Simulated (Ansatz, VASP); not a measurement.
## SiO2: VASP beside Ansatz

Contents of INCAR:

```
PREC = Accurate ; ENCUT = 520
EDIFF = 1E-6 ; ISMEAR = 0
SIGMA = 0.02 ; LREAL = False
LASPH = True ; NELM = 100
ALGO = Normal ; ISIF = 2
LWAVE = False ; LCHARG = False
NBANDS = 44
```

The input KPOINTS:

```
regular mesh
0
Gamma
  6 6 6
```

The input POSCAR:

```
SiO2
1.0
    0.0000000000      4.7162571100      7.3627753715
    2.3595806657      0.0000000000      7.3627753715
    2.3595806657      4.7162571100      0.0000000000
Si O
4 8
Direct
    0.5632310800      0.5632310800      0.9367689200
    0.3132310800      0.3132310800      0.6867689200
    0.6867689200      0.6867689200      0.3132310800
    0.9367689200      0.9367689200      0.5632310800
    0.6250000000      0.1250000000      0.6250000000
    0.6250000000      0.6250000000      0.1250000000
    0.6250000000      0.6250000000      0.6250000000
    0.1250000000      0.6250000000      0.6250000000
    0.1865604000      0.8134396000      0.1865604000
    0.8134396000      0.1865604000      0.8134396000
    0.4365604000      0.0634396000      0.4365604000
    0.0634396000      0.4365604000      0.0634396000
```

Input for Ansatz:

```yaml
crystal:
  lattice:
    - [0.0, 4.71625711, 7.3627753715]
    - [2.3595806657, 0.0, 7.3627753715]
    - [2.3595806657, 4.71625711, 0.0]
  atoms:
    - { symbol: Si, position: [0.56323108, 0.56323108, 0.93676892] }
    - { symbol: Si, position: [0.31323108, 0.31323108, 0.68676892] }
    - { symbol: Si, position: [0.68676892, 0.68676892, 0.31323108] }
    - { symbol: Si, position: [0.93676892, 0.93676892, 0.56323108] }
    - { symbol: O, position: [0.625, 0.125, 0.625] }
    - { symbol: O, position: [0.625, 0.625, 0.125] }
    - { symbol: O, position: [0.625, 0.625, 0.625] }
    - { symbol: O, position: [0.125, 0.625, 0.625] }
    - { symbol: O, position: [0.1865604, 0.8134396, 0.1865604] }
    - { symbol: O, position: [0.8134396, 0.1865604, 0.8134396] }
    - { symbol: O, position: [0.4365604, 0.0634396, 0.4365604] }
    - { symbol: O, position: [0.0634396, 0.4365604, 0.0634396] }
basis:
  ecutwfc: 420
kpoints:
  mp_grid: { grid: [6, 6, 6] }
hamiltonian:
  xc: lda
scf:
  occupations: { method: gaussian, width: 0.02 }
output:
  forces: true
  stress: true
  eigenvalues: true
  populations: true
  write_density: true
  write_potential: true
  elf: true
  volumetric_format: npy
```

Alike in both runs: task single point; functional LDA; k mesh 6 × 6 × 6; occupations gaussian, width 0.02 eV; no spin polarisation.

|  | VASP | Ansatz |
| --- | --- | --- |
| version | VASP 6.6.1 | Ansatz 0.2.0 |
| potentials or method | VASP PAW LDA potentials, release 64 (Si, O), cutoff 520 eV | scalar-relativistic, plane waves, PAW |
| valence electrons in the cell | 64 | 64 |

Ansatz gave:

```
gap on the k mesh at the Fermi level (eV)                     : 5.53
least direct gap on the mesh (eV)                             : 5.53
pressure (GPa)                                                : -1.7
traceless stress, the component that is largest in VASP (GPa) : -0.24
rms of the force components (eV/Å)                            : 0.034
```

Question: Which values does VASP return?

Answer: gap on the k mesh at the Fermi level (eV): 5.53; least direct gap on the mesh (eV): 5.53; pressure (GPa): -1.1; traceless stress, the component that is largest in VASP (GPa): -0.13; rms of the force components (eV/Å): 0.018.

LDA's correlation is that of Perdew and Zunger in VASP and of Perdew and Wang (1992) in Ansatz. Atom by atom the forces differ by 0.016 eV/Å (rms over components).
